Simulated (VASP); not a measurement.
# LiF in VASP: further runs, part 3 of 3

VASP 6.6.1. Earlier steps stand in the parts before.

## (5) Single point, r2SCAN

This run uses another cell than the first one, of 17.87 Å³/atom, 1.659 times its volume.

Contents of POSCAR:

```
LiF
1.0
    3.0609400000      0.0000000000      0.0000000000
   -1.5304700000      2.6508520000      0.0000000000
    0.0000000000      0.0000000000      8.8073250000
Li F
2 2
Direct
    0.3333333333      0.6666666667      0.2080462743
    0.6666666667      0.3333333333      0.4809625684
    0.3333333333      0.6666666667      0.5424724428
    0.6666666667      0.3333333333      0.2695561487
```

Contents of INCAR.step1:

```
SYSTEM = LiF
PREC = Accurate ; ENCUT = 520
ISMEAR = -1 ; SIGMA = 0.15
LREAL = .False. ; LASPH = .True.
NELM = 60 ; NBANDS = 18
GGA = PE ; ALGO = Normal
EDIFF = 1E-4 ; LWAVE = .True.
LCHARG = .False.
```

Contents of INCAR.step2:

```
SYSTEM = LiF
PREC = Accurate ; ENCUT = 520
EDIFF = 1E-7 ; ISMEAR = -1
SIGMA = 0.15 ; LREAL = .False.
LASPH = .True. ; NELM = 60
ALGO = Normal ; ISIF = 2
LWAVE = .False. ; LCHARG = .False.
METAGGA = R2SCAN ; LMIXTAU = .True.
NBANDS = 18 ; ISTART = 1
```

Contents of KPOINTS:

```
regular mesh
0
Gamma
  5 5 3
  0 0 0
```

Potentials or basis: VASP PAW PBE potentials, release 64 (Li_sv, F).

Command:

```console
> cat potpaw_PBE.64/Li_sv/POTCAR potpaw_PBE.64/F/POTCAR > POTCAR
> cp INCAR.step1 INCAR
> mpirun -np 1 vasp_std > vasp.out
> cp INCAR.step2 INCAR
> mpirun -np 1 vasp_std > vasp.out
```

OUTCAR:

```text
SYSTEM = LiF
   PREC = Accurate
   ENCUT = 520
   EDIFF = 1E-7
   ISMEAR = -1
   LREAL = .False.
   LASPH = .True.
   NELM = 60
   ISIF = 2
   METAGGA = R2SCAN
   ISTART = 1

 ion  position               nearest neighbor table
   1  0.333  0.667  0.208-   4 1.85   4 1.85   4 1.85
   2  0.667  0.333  0.481-   3 1.85   3 1.85   3 1.85   4 1.86
   3  0.333  0.667  0.542-   2 1.85   2 1.85   2 1.85
   4  0.667  0.333  0.270-   1 1.85   1 1.85   1 1.85   2 1.86

  LATTYP: Found a hexagonal cell.
 ALAT       =     3.0609400000
 C/A-ratio  =     2.8773268996

  Lattice vectors:

 A1 = (   3.0609400000,   0.0000000000,   0.0000000000)
 A2 = (  -1.5304700000,   2.6508520000,   0.0000000000)
 A3 = (   0.0000000000,   0.0000000000,   8.8073250000)

Analysis of symmetry for initial positions (statically):
=====================================================================
 Subroutine PRICEL returns:
 Original cell was already a primitive cell.

 Routine SETGRP: Setting up the symmetry group for a
 hexagonal supercell.

 Subroutine GETGRP returns: Found  6 space group operations
 (whereof  6 operations were pure point group operations)
 out of a pool of 24 trial point group operations.

The static configuration has the point symmetry C_3v.

Analysis of symmetry for dynamics (positions and initial velocities):
=====================================================================
 Subroutine PRICEL returns:
 Original cell was already a primitive cell.

 Routine SETGRP: Setting up the symmetry group for a
 hexagonal supercell.

 Subroutine GETGRP returns: Found  6 space group operations
 (whereof  6 operations were pure point group operations)
 out of a pool of 24 trial point group operations.

The dynamic configuration has the point symmetry C_3v.

 Subroutine INISYM returns: Found  6 space group operations
 (whereof  6 operations are pure point group operations),
 and found     1 'primitive' translations

----------------------------------------------------------------------------------------

                                     Primitive cell

  volume of cell :      71.4635

  direct lattice vectors                    reciprocal lattice vectors
     3.060940000  0.000000000  0.000000000     0.326697028  0.188618603  0.000000000
    -1.530470000  2.650852000  0.000000000     0.000000000  0.377237205  0.000000000
     0.000000000  0.000000000  8.807325000     0.000000000  0.000000000  0.113541853

  length of vectors
     3.060940000  3.060940174  8.807325000     0.377237227  0.377237205  0.113541853

  position of ions in fractional coordinates (direct lattice)
     0.333333333  0.666666667  0.208046274
     0.666666667  0.333333333  0.480962568
     0.333333333  0.666666667  0.542472443
     0.666666667  0.333333333  0.269556149

  ion indices of the primitive-cell ions
   primitive index   ion index
                 1           1
                 2           2
                 3           3
                 4           4

----------------------------------------------------------------------------------------

 KPOINTS: regular mesh
[... 22 lines left out ...]

 Following reciprocal coordinates:
            Coordinates               Weight
  0.000000  0.000000  0.000000      1.000000
  0.200000  0.000000  0.000000      6.000000
  0.400000  0.000000  0.000000      6.000000
  0.200000  0.200000  0.000000      6.000000
  0.400000  0.200000  0.000000      6.000000
  0.000000  0.000000  0.333333      2.000000
  0.200000  0.000000  0.333333      6.000000
  0.000000  0.200000  0.333333      6.000000
  0.400000  0.000000  0.333333      6.000000
  0.000000  0.400000  0.333333      6.000000
  0.200000  0.200000  0.333333     12.000000
  0.400000  0.200000  0.333333     12.000000
   k-points           NKPTS =     12   k-points in BZ     NKDIM =     12   number of bands    NBANDS=     18
   number of dos      NEDOS =    301   number of ions     NIONS =      4
   total plane-waves  NPLWV =  40320
   dimension x,y,z NGX =    24 NGY =   24 NGZ =   70
   dimension x,y,z NGXF=    48 NGYF=   48 NGZF=  140
   ions per type =               2   2
   NGX,Y,Z   is equivalent  to a cutoff of  13.03, 13.03, 13.21 a.u.
   NGXF,Y,Z  is equivalent  to a cutoff of  26.07, 26.07, 26.43 a.u.
 SYSTEM =  LiF
   PREC   = accura    normal or accurate (medium, high low for compatibility)
   ISTART =      1    job   : 0-new  1-cont  2-samecut
   ICHARG =      0    charge: 1-file 2-atom 10-const
   ISPIN  =      1    spin polarized calculation?
   LNONCOLLINEAR =      F non collinear calculations
   LSORBIT =      F    spin-orbit coupling
   LASPH  =      T    aspherical Exc in radial PAW
   ENCUT  =  520.0 eV  38.22 Ry    6.18 a.u.   5.69  5.69 16.38*2*pi/ulx,y,z
   NELM   =     60;   NELMIN=  2; NELMDL=  0     # of ELM steps
   EDIFF  = 0.1E-06   stopping-criterion for ELM
   LREAL  =      F    real-space projection
   EDIFFG = 0.1E-05   stopping-criterion for IOM
   NSW    =      0    number of steps for IOM
   IBRION =     -1    ionic relax: 0-MD 1-quasi-New 2-CG
   NFREE  =      0    steps in history (QN), initial steepest desc. (CG)
   ISIF   =      2    stress and relaxation
   ISYM   =      2    0-nonsym 1-usesym 2-fastsym
   POTIM  = 0.5000    time-step for ionic-motion
   TEBEG  =    0.0;   TEEND  =   0.0 temperature during run
   PSTRESS=    0.0 pullay stress
   NELECT =      20.0000    total number of electrons
   NUPDOWN=      -1.0000    fix difference up-down
   EMIN   =  10.00;   EMAX   =-10.00  energy-range for DOS
   EFERMI =   0.00;   METHOD = LEGACY
   ISMEAR =    -1;   SIGMA  =   0.15  broadening in eV -4-tet -1-fermi 0-gaus
   EFERMI_NEDOS =   21; number of points for ismear=-14 and -15
   IALGO  =     38    algorithm
   IMIX   =      4    mixing-type and parameters
     AMIX     =   0.40;   BMIX     =  1.00
     AMIX_MAG =   1.60;   BMIX_MAG =  1.00
  volume/ion in A,a.u.               =      17.87       120.56
  Fermi-wavevector in a.u.,A,eV,Ry     =   1.070837  2.023589 15.601692  1.146692
  Thomas-Fermi vector in A             =   2.206559
   LORBIT       =      0    0 simple, 1 ext, 2 COOP (PROOUT), +10 PAW based schemes
   METAGGA = R2SCAN    functional components
   LHFCALC =     F    Hartree Fock is set to
   AEXX    =    0.0000 exact exchange contribution
   IVDW    =     0    specifies the selected vdW correction
   LEPSILON=     F    determine dielectric tensor
   LRPA    =     F    only Hartree local field effects (RPA)
 non-spin polarized calculation
  energy-cutoff  :      520.00
  volume of cell :       71.46
 maximum number of plane-waves:      1936
 NGX is ok and might be reduce to    24
   NGX = 11   NGY = 11   NGZ = 33

 number of electron      19.9999995 magnetization

 Free energy of the ion-electron system (eV)
  ---------------------------------------------------
  ext. energy  EPLUGINS =         0.00000000
  ---------------------------------------------------
  free energy    TOTEN  =       -22.63372914 eV

  energy without entropy =      -22.63371715  energy(sigma->0) =      -22.63372315

 E-fermi :  -1.3087     XC(G=0):  -5.9330

 val. band max:       -3.1597612410   @ k =   0.0000   0.0000   0.3333
 cond. band min:       0.1974818483   @ k =   0.0000   0.0000   0.0000
 fundamental gap:      3.3572430894
 Fermi energy:        -1.3087130537

 k-point     1 :       0.0000    0.0000    0.0000
  band No.  band energies     occupation
      1     -49.3544      2.00000
      2     -45.2641      2.00000
      3     -27.2393      2.00000
      4     -23.2742      2.00000
      5      -7.9766      2.00000
      6      -7.0882      2.00000
[... 229 lines left out ...]
      5      -8.3641      2.00000
      6      -7.6575      2.00000
[... 10 lines left out ...]
     17      10.8303      0.00000
     18      12.3177      0.00000

------------------------ aborting loop because EDIFF is reached ----------------------------------------

  FORCE on cell =-STRESS in cart. coord.  units (eV):
  Direction    XX          YY          ZZ          XY          YZ          ZX
  --------------------------------------------------------------------------------------
  -------------------------------------------------------------------------------------
  Total       -0.0740978     -0.0740979     -1.2716362      0.0000000     -0.0000000      0.0000000
  in kB       -1.6612379     -1.6612382    -28.5094696      0.0000000     -0.0000000      0.0000000
  external PRESSURE =     -10.6106486 kB  Pullay stress =       0.0000000 kB

 VOLUME and BASIS-vectors are now :
 -----------------------------------------------------------------------------
  energy-cutoff  :      520.00
  volume of cell :       71.46
      direct lattice vectors                 reciprocal lattice vectors
     3.060940000  0.000000000  0.000000000     0.326697028  0.188618603  0.000000000
    -1.530470000  2.650852000  0.000000000     0.000000000  0.377237205  0.000000000
     0.000000000  0.000000000  8.807325000     0.000000000  0.000000000  0.113541853

 POSITION                                       TOTAL-FORCE (eV/Angst)
 -----------------------------------------------------------------------------------
     -0.00000      1.76723      1.83233        -0.000000     -0.000000      1.177969
      1.53047      0.88362      4.23599        -0.000000      0.000000      1.369003
     -0.00000      1.76723      4.77773         0.000000      0.000000     -0.957682
      1.53047      0.88362      2.37407         0.000000     -0.000000     -1.589290
 -----------------------------------------------------------------------------------
    total drift:                                0.000001      0.000001      0.006523

  FREE ENERGIE OF THE ION-ELECTRON SYSTEM (eV)
  ---------------------------------------------------
  free  energy   TOTEN  =       -22.6337291431 eV

  energy  without entropy=      -22.6337171535  energy(sigma->0) =      -22.63372315
```

Run time: 76 s. Hardware: 1 thread of Intel Xeon Platinum 8259CL at 2.50GHz (Skylake/Cascade Lake), shared host; peak memory 0.2 GiB.

Results:

```yaml
Free_energy: -22.6337 eV
Largest_force: 1.589 eV/Å
Band_gap_on_the_k_mesh: 3.36 eV, direct
```

Forces on the atoms (eV/Å):
```
Li   0.000  0.000  1.178
Li   0.000  0.000  1.369
F    0.000  0.000 -0.958
F    0.000  0.000 -1.589
```

Levels at points of the mesh, in eV from the valence-band top:
```csv
k point,band 7,band 8,band 9,band 10,band 11,band 12,band 13,band 14
"(0.00, 0.00, 0.00)",-3.93,-0.63,0.00,0.00,3.36,7.76,8.03,12.27
```

Caveat: the k points lie up to 0.47 Å⁻¹ apart; the cutoff is under 1.25 times the usual one of these potentials, so pressure, stress and relaxed cells hold a basis-set (Pulay) error; the PAW data sets were made with another functional, which shifts forces and pressure a little.

## (6) The runs side by side

| cell | gap on the mesh (eV) | largest force (eV/Å) |
| --- | --- | --- |
| a = 3.061, b = 3.061, c = 5.307 Å, angles 90.0, 90.0, 120.0°, 4 atoms | 7.84 | 0.39 |
| a = 3.061, b = 3.061, c = 5.807 Å, angles 90.0, 90.0, 120.0°, 4 atoms | 6.70 | 0.65 |
| a = 3.061, b = 3.061, c = 6.807 Å, angles 90.0, 90.0, 120.0°, 4 atoms | 5.09 | 1.11 |
| a = 3.061, b = 3.061, c = 8.807 Å, angles 90.0, 90.0, 120.0°, 4 atoms | 3.36 | 1.59 |

Alike in all rows: task single point; level r2SCAN; potentials or basis VASP PAW PBE potentials, release 64 (Li_sv, F); no spin polarisation; k mesh 5 × 5 × 3; cutoff (eV) 520; smearing fermi-dirac 0.15 eV.

Caveats: all runs use coarse meshes; the cutoff is under 1.25 times the usual one of these potentials, so pressure, stress and relaxed cells hold a basis-set (Pulay) error; the PAW data sets were made with another functional, which shifts forces and pressure a little.

Absolute energies hang on the potentials; compare differences alone.
